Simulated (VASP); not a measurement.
# Zn (Fm-3m) in VASP: single point with PBEsol

Aim: the single point of Zn with PBEsol.

All numbers are computed with VASP 6.6.1; they aren't measurements. Logs are shortened: lines on timing, memory, paths and dates and some standing lists are left out, and cuts for length are marked.

## (1) The cell of the first run

It takes space group Fm-3m (No. 225, cubic). Conventional cell: a = 3.758 Å, b = 3.758 Å, c = 3.758 Å, α = 90.00°, β = 90.00°, γ = 90.00°. Within 3.5 Å of Zn (site symmetry m-3m) lie 12 Zn at 2.66 Å.

## (2) Single point, PBEsol

Input file INCAR:

```
  PREC = Accurate
  ENCUT = 520
  EDIFF = 1E-7
  ISMEAR = 0
  SIGMA = 0.15
  LREAL = F
  LASPH = T
  NELM = 80
  ALGO = Normal
  ISIF = 2
  LWAVE = F
  LCHARG = F
  GGA = PS
  NBANDS = 12
```

Input file KPOINTS:

```
Automatic mesh
0
Gamma
  8 8 8
```

Input file POSCAR:

```
Zn
1.0
    0.0000000000      1.8790409614      1.8790409614
    1.8790409614      0.0000000000      1.8790409614
    1.8790409614      1.8790409614      0.0000000000
Zn
1
Direct
   -0.0540428759      0.0557133037      0.0303283471
```

Potentials or basis: VASP PAW PBE potentials, release 64 (Zn).

Command:

```bash
$ cat potpaw_PBE.64/Zn/POTCAR > POTCAR
$ mpirun -np 1 vasp_std > vasp.out
```

OUTCAR:

```text
PREC = Accurate
   ENCUT = 520
   EDIFF = 1E-7
   ISMEAR = 0
   LREAL = F
   LASPH = T
   NELM = 80
   ISIF = 2
   GGA = PS

 ion  position               nearest neighbor table
   1  0.946  0.056  0.030-

  LATTYP: Found a face centered cubic cell.
 ALAT       =     3.7580819228

  Lattice vectors:

 A1 = (   0.0000000000,   1.8790409614,   1.8790409614)
 A2 = (   1.8790409614,   0.0000000000,   1.8790409614)
 A3 = (   1.8790409614,   1.8790409614,   0.0000000000)

Analysis of symmetry for initial positions (statically):
=====================================================================
 Subroutine PRICEL returns:
 Original cell was already a primitive cell.

 Routine SETGRP: Setting up the symmetry group for a
 face centered cubic supercell.

 Subroutine GETGRP returns: Found 48 space group operations
 (whereof  1 operations were pure point group operations)
 out of a pool of 48 trial point group operations.

The static configuration has the point symmetry C_1 .
 The point group associated with its full space group is O_h .

Analysis of symmetry for dynamics (positions and initial velocities):
=====================================================================
 Subroutine PRICEL returns:
 Original cell was already a primitive cell.

 Routine SETGRP: Setting up the symmetry group for a
 face centered cubic supercell.

 Subroutine GETGRP returns: Found 48 space group operations
 (whereof  1 operations were pure point group operations)
 out of a pool of 48 trial point group operations.

The dynamic configuration has the point symmetry C_1 .
 The point group associated with its full space group is O_h .

 Subroutine INISYM returns: Found 48 space group operations
 (whereof  1 operations are pure point group operations),
 and found     1 'primitive' translations

----------------------------------------------------------------------------------------

                                     Primitive cell

  volume of cell :      13.2690

  direct lattice vectors                    reciprocal lattice vectors
     0.000000000  1.879040961  1.879040961    -0.266093188  0.266093188  0.266093188
     1.879040961  0.000000000  1.879040961     0.266093188 -0.266093188  0.266093188
     1.879040961  1.879040961  0.000000000     0.266093188  0.266093188 -0.266093188

  length of vectors
     2.657365212  2.657365212  2.657365212     0.460886921  0.460886921  0.460886921

  position of ions in fractional coordinates (direct lattice)
     0.945957124  0.055713304  0.030328347

  ion indices of the primitive-cell ions
   primitive index   ion index
                 1           1

----------------------------------------------------------------------------------------

 KPOINTS: Automatic mesh

Automatic generation of k-mesh.
 Grid dimensions read from file:
 generate k-points for:    8    8    8

 Generating k-lattice:

  Cartesian coordinates                     Fractional coordinates (reciprocal lattice)
    -0.033261649  0.033261649  0.033261649     0.125000000  0.000000000  0.000000000
     0.033261649 -0.033261649  0.033261649     0.000000000  0.125000000  0.000000000
     0.033261649  0.033261649 -0.033261649     0.000000000  0.000000000  0.125000000

  Length of vectors
     0.057610865  0.057610865  0.057610865

  Shift w.r.t. Gamma in fractional coordinates (k-lattice)
     0.000000000  0.000000000  0.000000000

 Subroutine IBZKPT returns following result:
 ===========================================

 Found     29 irreducible k-points:

 Following reciprocal coordinates:
            Coordinates               Weight
  0.000000  0.000000  0.000000      1.000000
  0.125000  0.000000  0.000000      8.000000
  0.250000  0.000000  0.000000      8.000000
  0.375000  0.000000  0.000000      8.000000
  0.500000  0.000000  0.000000      4.000000
  0.125000  0.125000  0.000000      6.000000
[... 16 lines left out ...]
  0.500000  0.250000  0.125000     48.000000
 -0.375000  0.250000  0.125000     24.000000
 [... further k-points ...]
   k-points           NKPTS =     29   k-points in BZ     NKDIM =     29   number of bands    NBANDS=     12
   number of dos      NEDOS =    301   number of ions     NIONS =      1
   total plane-waves  NPLWV =   8000
   dimension x,y,z NGX =    20 NGY =   20 NGZ =   20
   dimension x,y,z NGXF=    40 NGYF=   40 NGZF=   40
   ions per type =               1
   NGX,Y,Z   is equivalent  to a cutoff of  12.51, 12.51, 12.51 a.u.
   NGXF,Y,Z  is equivalent  to a cutoff of  25.02, 25.02, 25.02 a.u.
 SYSTEM =  unknown system
   PREC   = accura    normal or accurate (medium, high low for compatibility)
   ISTART =      0    job   : 0-new  1-cont  2-samecut
   ICHARG =      2    charge: 1-file 2-atom 10-const
   ISPIN  =      1    spin polarized calculation?
   LNONCOLLINEAR =      F non collinear calculations
   LSORBIT =      F    spin-orbit coupling
   LASPH  =      T    aspherical Exc in radial PAW
   ENCUT  =  520.0 eV  38.22 Ry    6.18 a.u.   4.94  4.94  4.94*2*pi/ulx,y,z
   NELM   =     80;   NELMIN=  2; NELMDL= -5     # of ELM steps
   EDIFF  = 0.1E-06   stopping-criterion for ELM
   LREAL  =      F    real-space projection
   EDIFFG = 0.1E-05   stopping-criterion for IOM
   NSW    =      0    number of steps for IOM
   IBRION =     -1    ionic relax: 0-MD 1-quasi-New 2-CG
   NFREE  =      0    steps in history (QN), initial steepest desc. (CG)
   ISIF   =      2    stress and relaxation
   ISYM   =      2    0-nonsym 1-usesym 2-fastsym
   POTIM  = 0.5000    time-step for ionic-motion
   TEBEG  =    0.0;   TEEND  =   0.0 temperature during run
   PSTRESS=    0.0 pullay stress
   NELECT =      12.0000    total number of electrons
   NUPDOWN=      -1.0000    fix difference up-down
   EMIN   =  10.00;   EMAX   =-10.00  energy-range for DOS
   EFERMI =   0.00;   METHOD = LEGACY
   ISMEAR =     0;   SIGMA  =   0.15  broadening in eV -4-tet -1-fermi 0-gaus
   EFERMI_NEDOS =   21; number of points for ismear=-14 and -15
   IALGO  =     38    algorithm
   IMIX   =      4    mixing-type and parameters
     AMIX     =   0.40;   BMIX     =  1.00
     AMIX_MAG =   1.60;   BMIX_MAG =  1.00
  volume/ion in A,a.u.               =      13.27        89.54
  Fermi-wavevector in a.u.,A,eV,Ry     =   1.583151  2.991722 34.101194  2.506367
  Thomas-Fermi vector in A             =   2.682965
   LORBIT       =      0    0 simple, 1 ext, 2 COOP (PROOUT), +10 PAW based schemes
   GGA     = PS    functional components
   LHFCALC =     F    Hartree Fock is set to
   AEXX    =    0.0000 exact exchange contribution
   IVDW    =     0    specifies the selected vdW correction
   LEPSILON=     F    determine dielectric tensor
   LRPA    =     F    only Hartree local field effects (RPA)
 non-spin polarized calculation
 Gauss-broadening in eV      SIGMA  =   0.15
  energy-cutoff  :      520.00
  volume of cell :       13.27
 maximum number of plane-waves:       368
   NGX =  9   NGY =  9   NGZ =  9

 number of electron      12.0000002 magnetization

 Free energy of the ion-electron system (eV)
  ---------------------------------------------------
  ext. energy  EPLUGINS =         0.00000000
  ---------------------------------------------------
  free energy    TOTEN  =        -1.53499366 eV

  energy without entropy =       -1.52845754  energy(sigma->0) =       -1.53172560

 E-fermi :   3.6519     XC(G=0): -12.4504

 val. band max:        3.6197889325   @ k =  -0.3750   0.5000   0.1250
 cond. band min:       3.8200766153   @ k =   0.5000   0.1250   0.0000
 fundamental gap:      0.2002876828
 Fermi energy:         3.6518536993

 k-point     1 :       0.0000    0.0000    0.0000
  band No.  band energies     occupation
      1      -7.5765      2.00000
      2      -4.0729      2.00000
      3      -4.0729      2.00000
      4      -4.0729      2.00000
      5      -3.5799      2.00000
      6      -3.5799      2.00000
      7      23.8677      0.00000
      8      24.0959      0.00000
      9      24.0959      0.00000
     10      24.0959      0.00000
     11      26.7084      0.00000
     12      26.7084      0.00000

 k-point     2 :       0.1250    0.0000    0.0000
  band No.  band energies     occupation
      1      -7.0653      2.00000
      2      -4.1174      2.00000
      3      -4.0133      2.00000
      4      -4.0133      2.00000
      5      -3.5931      2.00000
      6      -3.5931      2.00000
      7      18.2610      0.00000
      8      22.8343      0.00000
      9      22.8343      0.00000
     10      23.7733      0.00000
     11      28.8624      0.00000
     12      28.8624      0.00000

 k-point     3 :       0.2500    0.0000    0.0000
  band No.  band energies     occupation
      1      -5.7532      2.00000
      2      -3.9912      2.00000
      3      -3.9714      2.00000
      4      -3.9714      2.00000
      5      -3.5162      2.00000
      6      -3.5162      2.00000
      7      11.9395      0.00000
      8      21.5540      0.00000
      9      21.5541      0.00000
     10      23.2520      0.00000
     11      27.6512      0.00000
     12      27.6512      0.00000
[... 286 lines left out ...]
 k-point    23 :       0.5000    0.2500    0.1250
  band No.  band energies     occupation
      1      -4.6051      2.00000
      2      -4.2266      2.00000
      3      -4.0837      2.00000
      4      -3.6896      2.00000
      5      -3.3417      2.00000
      6      -0.5636      2.00000
      7       7.6565      0.00000
      8      12.9715      0.00000
      9      15.7331      0.00000
     10      23.2774      0.00000
     11      26.6910      0.00000
     12      29.7557      0.00000

 k-point    24 :      -0.3750    0.2500    0.1250
  band No.  band energies     occupation
      1      -4.6260      2.00000
      2      -4.2988      2.00000
      3      -3.8692      2.00000
      4      -3.7735      2.00000
      5      -3.2509      2.00000
      6       2.4650      2.00000
      7       3.5888      1.44762
      8      13.6972      0.00000
      9      13.9699      0.00000
     10      23.1249      0.00000
     11      26.3945      0.00000
     12      34.4325      0.00000

 [... further k-points ...]
[... 5 lines left out ...]
  --------------------------------------------------------------------------------------
  -------------------------------------------------------------------------------------
  Total        0.5503912      0.5503912      0.5503912     -0.0000000     -0.0000000     -0.0000000
  in kB       66.4573925     66.4573925     66.4573925     -0.0000000     -0.0000000     -0.0000000
  external PRESSURE =      66.4573925 kB  Pullay stress =       0.0000000 kB

 VOLUME and BASIS-vectors are now :
 -----------------------------------------------------------------------------
  energy-cutoff  :      520.00
  volume of cell :       13.27
      direct lattice vectors                 reciprocal lattice vectors
     0.000000000  1.879040961  1.879040961    -0.266093188  0.266093188  0.266093188
     1.879040961  0.000000000  1.879040961     0.266093188 -0.266093188  0.266093188
     1.879040961  1.879040961  0.000000000     0.266093188  0.266093188 -0.266093188

 POSITION                                       TOTAL-FORCE (eV/Angst)
 -----------------------------------------------------------------------------------
      0.16168      1.83448      1.88218         0.000000      0.000000      0.000000
 -----------------------------------------------------------------------------------
    total drift:                               -0.000180      0.000000     -0.000003

  FREE ENERGIE OF THE ION-ELECTRON SYSTEM (eV)
  ---------------------------------------------------
  free  energy   TOTEN  =        -1.5349936570 eV

  energy  without entropy=       -1.5284575438  energy(sigma->0) =       -1.53172560
```

Run time: 2.2 s. Hardware: 1 thread of Intel Xeon 6975P-C (Granite Rapids), shared host; peak memory 0.12 GiB.

Results:

```yaml
Free_energy: -1.5350 eV
Pressure: 6.6 GPa
Band_gap_on_the_k_mesh: zero (band 6 reaches 6.26 eV, above the bottom of band 7 at 2.78 eV)
```

Levels at points of the mesh, in eV from the Fermi level:
| k point | band 2 | band 3 | band 4 | band 5 | band 6 | band 7 | band 8 | band 9 | band 10 | band 11 |
| --- | --- | --- | --- | --- | --- | --- | --- | --- | --- | --- |
| (0.00, 0.00, 0.00) | -7.72 | -7.72 | -7.72 | -7.23 | -7.23 | 20.22 | 20.44 | 20.44 | 20.44 | 23.06 |
| (0.50, 0.00, 0.00) | -7.73 | -7.73 | -6.87 | -6.87 | -3.25 | -0.87 | 17.13 | 17.13 | 18.64 | 20.70 |
| (0.50, 0.50, 0.00) | -8.52 | -6.89 | -6.78 | -6.78 | -1.10 | 2.51 | 9.38 | 9.38 | 13.27 | 15.05 |

Caveat: the k points lie up to 0.36 Å⁻¹ apart; the PAW data sets were made with another functional, which shifts forces and pressure a little.
